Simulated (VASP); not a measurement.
# FeGe (P6/mmm) in VASP: single point with LDA+U

Aim: the single point of FeGe with LDA+U.

All numbers are computed with VASP 6.6.1; they aren't measurements. Logs are shortened: lines on timing, memory, paths and dates and some standing lists are left out, and cuts for length are marked.

## 1. The cell of the first run

It takes space group P6/mmm (No. 191, hexagonal). The conventional cell has a = 5.125 Å, b = 5.125 Å, c = 4.228 Å, α = 90.00°, β = 90.00°, γ = 120.00°. Within 3.4 Å of Ge (site symmetry -6m2) lie 6 Fe at 2.58 Å and 3 Ge at 2.96 Å. Ge (site symmetry 6/mmm) has 6 Fe at 2.56 Å within 3.4 Å. Within 3.4 Å of Fe (site symmetry mmm) lie 4 Fe at 2.56 Å and 6 Ge at 2.56 to 2.58 Å.

## 2. Single point, LDA+U, collinear spin, ferromagnetic start

INCAR reads:

```
SYSTEM = FeGe
ALGO = Normal ; EDIFF = 1E-6
ENCUT = 520 ; ISIF = 2
ISMEAR = -1 ; ISPIN = 2
LASPH = .TRUE. ; LCHARG = .FALSE.
LDAU = .TRUE. ; LDAUJ = 0 0
LDAUL = -1 2 ; LDAUPRINT = 1
LDAUTYPE = 2 ; LDAUU = 0 6
LMAXMIX = 4 ; LORBIT = 11
LREAL = .FALSE. ; LWAVE = .FALSE.
MAGMOM = 0 0 0 3 3 3 ; NBANDS = 46
NELM = 150 ; PREC = Accurate
SIGMA = 0.05
```

KPOINTS reads:

```
k-points
0
G
  6 6 7
  0 0 0
```

POSCAR reads:

```
FeGe
1.0
    5.1246400446      0.0000000000      0.0000000000
   -2.5623200223      4.4380684639      0.0000000000
    0.0000000000      0.0000000000      4.2275897808
Ge Fe
3 3
Direct
    0.6666666667      0.3333333333      0.5000000000
    0.3333333333      0.6666666667      0.5000000000
    0.0000000000      0.0000000000      0.0000000000
    0.0000000000      0.5000000000      0.0000000000
    0.5000000000      0.5000000000      0.0000000000
    0.5000000000      0.0000000000      0.0000000000
```

Potentials or basis: VASP PAW LDA potentials, release 64 (Ge_d, Fe).

On the command line:

```bash
> cat potpaw_LDA.64/Ge_d/POTCAR potpaw_LDA.64/Fe/POTCAR > POTCAR
> mpirun -np 1 vasp_std > vasp.out
```

OUTCAR:

```text
SYSTEM = FeGe
   EDIFF = 1E-6
   ENCUT = 520
   ISIF = 2
   ISMEAR = -1
   ISPIN = 2
   LASPH = .TRUE.
   LORBIT = 11
   LREAL = .FALSE.
   NELM = 150
   PREC = Accurate

 ion  position               nearest neighbor table
   1  0.667  0.333  0.500-   4 2.58   4 2.58   6 2.58   6 2.58   5 2.58   5 2.58
   2  0.333  0.667  0.500-   4 2.58   4 2.58   6 2.58   6 2.58   5 2.58   5 2.58
   3  0.000  0.000  0.000-   6 2.56   6 2.56   4 2.56   4 2.56   5 2.56   5 2.56
   4  0.000  0.500  0.000-   5 2.56   5 2.56   6 2.56   3 2.56   3 2.56   6 2.56   2 2.58   2 2.58
                             1 2.58   1 2.58
   5  0.500  0.500  0.000-   4 2.56   4 2.56   6 2.56   6 2.56   3 2.56   3 2.56   2 2.58   2 2.58
                             1 2.58   1 2.58
   6  0.500  0.000  0.000-   3 2.56   3 2.56   5 2.56   5 2.56   4 2.56   4 2.56   2 2.58   2 2.58
                             1 2.58   1 2.58

  LATTYP: Found a hexagonal cell.
 ALAT       =     5.1246400446
 C/A-ratio  =     0.8249535078

  Lattice vectors:

 A1 = (   5.1246400446,   0.0000000000,   0.0000000000)
 A2 = (  -2.5623200223,   4.4380684639,   0.0000000000)
 A3 = (   0.0000000000,   0.0000000000,   4.2275897808)

Analysis of symmetry for initial positions (statically):
=====================================================================
 Subroutine PRICEL returns:
 Original cell was already a primitive cell.

 Routine SETGRP: Setting up the symmetry group for a
 hexagonal supercell.

 Subroutine GETGRP returns: Found 24 space group operations
 (whereof 24 operations were pure point group operations)
 out of a pool of 24 trial point group operations.

The static configuration has the point symmetry D_6h.

Analysis of symmetry for dynamics (positions and initial velocities):
=====================================================================
 Subroutine PRICEL returns:
 Original cell was already a primitive cell.

 Routine SETGRP: Setting up the symmetry group for a
 hexagonal supercell.

 Subroutine GETGRP returns: Found 24 space group operations
 (whereof 24 operations were pure point group operations)
 out of a pool of 24 trial point group operations.

The dynamic configuration has the point symmetry D_6h.

Analysis of structural, dynamic, and magnetic symmetry:
=====================================================================
 Subroutine PRICEL returns:
 Original cell was already a primitive cell.

 Routine SETGRP: Setting up the symmetry group for a
[... 251 lines left out ...]
  o =  0.9463  v =  1.0000  0.0000  0.0000  0.0000  0.0000  0.0000  0.0000  0.0000  0.0000  0.0000      0.0000  0.0000  0.0000  0.0000  0.0000  0.0000  0.0000  0.0000  0.0000  0.0000
  o =  0.9475  v = -0.0000 -0.0000  0.3514  0.0000  0.9362  0.0000  0.0000  0.0000  0.0000  0.0000      0.0000  0.0000  0.0000  0.0000  0.0000  0.0000  0.0000  0.0000  0.0000  0.0000
  o =  0.9504  v = -0.0000 -0.0000  0.0000  1.0000 -0.0000  0.0000  0.0000  0.0000  0.0000  0.0000      0.0000  0.0000  0.0000  0.0000  0.0000  0.0000  0.0000  0.0000  0.0000  0.0000

 number of electron      66.0000031 magnetization       8.5381057

 Free energy of the ion-electron system (eV)
  ---------------------------------------------------
  ext. energy  EPLUGINS =         0.00000000
  ---------------------------------------------------
  free energy    TOTEN  =       -30.49125739 eV

  energy without entropy =      -30.47112508  energy(sigma->0) =      -30.48119123

 E-fermi :   5.8034     XC(G=0): -11.8045

 val. band max:        5.8014199218   @ k =   0.5000  -0.0000   0.0000
 cond. band min:       5.8135274988   @ k =   0.3333   0.3333   0.2857
 fundamental gap:      0.0121075770
 Fermi energy:         5.8033773049

 spin component 1

 k-point     1 :       0.0000    0.0000    0.0000
  band No.  band energies     occupation
      1     -18.9731      1.00000
      2     -18.9731      1.00000
      3     -18.9386      1.00000
      4     -18.9386      1.00000
      5     -18.8923      1.00000
      6     -18.8923      1.00000
[... 2297 lines left out ...]
     44      13.2674      0.00000
     45      14.2136      0.00000

 [... further k-points ...]

 [bands above 45 left out]

------------------------ aborting loop because EDIFF is reached ----------------------------------------

  FORCE on cell =-STRESS in cart. coord.  units (eV):
  Direction    XX          YY          ZZ          XY          YZ          ZX
  --------------------------------------------------------------------------------------
  -------------------------------------------------------------------------------------
  Total       -2.8360201     -2.8360201     -2.2880275      0.0000000      0.0000000      0.0000000
  in kB      -47.2573849    -47.2573849    -38.1260323      0.0000000      0.0000000      0.0000000
  external PRESSURE =     -44.2136007 kB  Pullay stress =       0.0000000 kB

 VOLUME and BASIS-vectors are now :
 -----------------------------------------------------------------------------
  energy-cutoff  :      520.00
  volume of cell :       96.15
      direct lattice vectors                 reciprocal lattice vectors
     5.124640045  0.000000000  0.000000000     0.195135657  0.112661624  0.000000000
    -2.562320022  4.438068464  0.000000000     0.000000000  0.225323248  0.000000000
     0.000000000  0.000000000  4.227589781     0.000000000  0.000000000  0.236541399

 POSITION                                       TOTAL-FORCE (eV/Angst)
 -----------------------------------------------------------------------------------
      2.56232      1.47936      2.11379         0.000000     -0.000000      0.000000
     -0.00000      2.95871      2.11379        -0.000000      0.000000     -0.000000
      0.00000      0.00000      0.00000        -0.000000      0.000000      0.000000
     -1.28116      2.21903      0.00000        -0.000000      0.000000      0.000000
      1.28116      2.21903      0.00000        -0.000000      0.000000      0.000000
      2.56232      0.00000      0.00000        -0.000000      0.000000      0.000000
 -----------------------------------------------------------------------------------
    total drift:                               -0.000000      0.000000     -0.000000

  FREE ENERGIE OF THE ION-ELECTRON SYSTEM (eV)
  ---------------------------------------------------
  free  energy   TOTEN  =       -30.4912573860 eV

  energy  without entropy=      -30.4711250782  energy(sigma->0) =      -30.48119123

 total charge

# of ion       s       p       d       tot
------------------------------------------
    1        1.185   1.120  10.032  12.336
    2        1.185   1.120  10.032  12.336
    3        1.189   1.141  10.013  12.343
    4        0.413   0.493   6.366   7.272
    5        0.413   0.493   6.366   7.272
    6        0.413   0.493   6.366   7.272
--------------------------------------------------
tot          4.797   4.860  49.176  58.833

 magnetization (x)

# of ion       s       p       d       tot
------------------------------------------
    1        0.011  -0.068  -0.001  -0.058
    2        0.011  -0.068  -0.001  -0.058
    3        0.013  -0.175   0.001  -0.161
    4        0.008  -0.010   3.037   3.034
    5        0.008  -0.010   3.037   3.034
    6        0.008  -0.010   3.037   3.034
--------------------------------------------------
tot          0.060  -0.342   9.108   8.827
```

stdout:

```text
POSCAR found type information on POSCAR GeFe
 POSCAR found :  2 types and       6 ions
 scaLAPACK will be used
 LDA part: xc-table for (Slater(with rela. corr.)+CA(PZ))
 , standard interpolation
 POSCAR, INCAR and KPOINTS ok, starting setup
 FFT: planning ... GRIDC
 FFT: planning ... GRID_SOFT
 FFT: planning ... GRID
 WAVECAR not read
 entering main loop
```

It used 280 s of CPU time on 1 thread of AMD EPYC 7R13 Processor (Zen 3) (shared host).

Results:

- Free energy: -30.4913 eV
- Pressure: -4.4 GPa
- Net moment: 8.54 μB per cell
- Site moments: Ge -0.06, -0.16; Fe +3.03 μB
- Valence electrons inside the program's atomic spheres: Ge 12.34; Fe 7.27

Eigenvalues of the final occupation matrices:
| site | spin | trace | eigenvalues |
| --- | --- | --- | --- |
| site 4 d | 1 | 4.72 | 0.93 0.94 0.95 0.95 0.95 |
| site 4 d | 2 | 1.68 | 0.08 0.12 0.17 0.56 0.75 |
| site 5 d | 1 | 4.72 | 0.93 0.94 0.95 0.95 0.95 |
| site 5 d | 2 | 1.68 | 0.08 0.12 0.17 0.56 0.75 |
| site 6 d | 1 | 4.72 | 0.93 0.94 0.95 0.95 0.95 |
| site 6 d | 2 | 1.68 | 0.08 0.12 0.17 0.56 0.75 |

Caveat: the U is typed as a test and isn't derived for this compound.
